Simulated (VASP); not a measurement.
Input of a VASP 6.6.1 run:

File INCAR:

```
ALGO = Normal
EDIFF = 1E-6
ENCUT = 520
GGA = PE
ISIF = 2
ISMEAR = 0
LASPH = True
LCHARG = False
LREAL = False
LWAVE = False
NBANDS = 66
NELM = 100
PREC = Accurate
SIGMA = 0.2
```

File KPOINTS:

```
k-points
0
Gamma
  4 4 4
```

File POSCAR:

```
Ge
1.0
    3.5208966415     -4.0826583389      0.0000460189
    3.5215205097      4.0832524198      0.0003059007
    0.0003412697      0.0001944666      7.0646341377
Ge
8
Direct
    0.3121793498      0.0454036681      0.4113630541
    0.4547038134      0.1876648663      0.0886120783
    0.0453926331      0.3123129753      0.5886069723
    0.1877663356      0.4545391787      0.9114209510
    0.9545249622      0.6877646959      0.4114273583
    0.6876681251      0.9546997815      0.5885836152
    0.8123411462      0.5453843318      0.0886215660
    0.5454236348      0.8122305023      0.9113644047
```

Potentials or basis: VASP PAW PBE potentials, release 64 (Ge_d).

Launch:

```bash
$ cat potpaw_PBE.64/Ge_d/POTCAR > POTCAR
$ mpirun -np 1 vasp_std > vasp.out
```

(1) Estimate the largest force.

(2) What does it give for the pressure?

Answers

(1) 0.004 eV/Å.

(2) 0.0 GPa.
